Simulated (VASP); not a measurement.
Wanted: the native input for a VASP 6.6.1 run.

```
Task                   : single point
Functional             : LDA
Potentials or basis    : VASP PAW LDA potentials, release 64 (Hf_pv)
Cutoff                 : 520 eV
k mesh                 : 10 × 10 × 5
Occupations            : gaussian, width 0.02 eV
Spin                   : no spin polarisation
Dipole correction      : no
Further INCAR settings : ALGO = Normal; EDIFF = 1e-06; NBANDS = 17
```

The structure of Hf lies in POSCAR:

```
Hf
1.0
    3.1967000000      0.0000000000      0.0000000000
   -1.5983500000      2.7684234083      0.0000000000
    0.0000000000      0.0000000000      5.0578000000
Hf
2
Direct
    0.6666666667      0.3333333333      0.7500000000
    0.3333333333      0.6666666667      0.2500000000
```

One way to write it, as run:

INCAR

```
ALGO     = Normal         # electronic algorithm
EDIFF    = 1E-6           # SCF threshold, eV
ENCUT    = 520            # plane-wave cutoff, eV
GGA      = CA             # functional
ISIF     = 2              # what is computed and relaxed
ISMEAR   = 0              # smearing method
LASPH    = T              # aspherical terms in the spheres
LCHARG   = F              # write CHGCAR
LREAL    = F              # projectors in reciprocal space
LWAVE    = F              # write WAVECAR
NBANDS   = 17             # bands
NELM     = 100            # most SCF steps
PREC     = Accurate       # precision mode
SIGMA    = 0.02           # smearing width, eV
```

KPOINTS

```
k-points
0
Gamma
  10 10 5
```

Potentials or basis: VASP PAW LDA potentials, release 64 (Hf_pv).

Launch:

```console
$ cat potpaw_LDA.64/Hf_pv/POTCAR > POTCAR
$ mpirun -np 1 vasp_std > vasp.out
```

Results of the run:

The pressure is -8.0 GPa. The band gap on the k mesh is zero (band 10 reaches 5.90 eV, above the bottom of band 11 at 4.45 eV).

Caveat: spin-orbit coupling is left out, which moves the levels of the heavy elements.

Wall time 8.8 s on 1 thread of Intel(R) Xeon(R) 6975P-C (Granite Rapids) (shared host), peak memory 0.15 GiB.
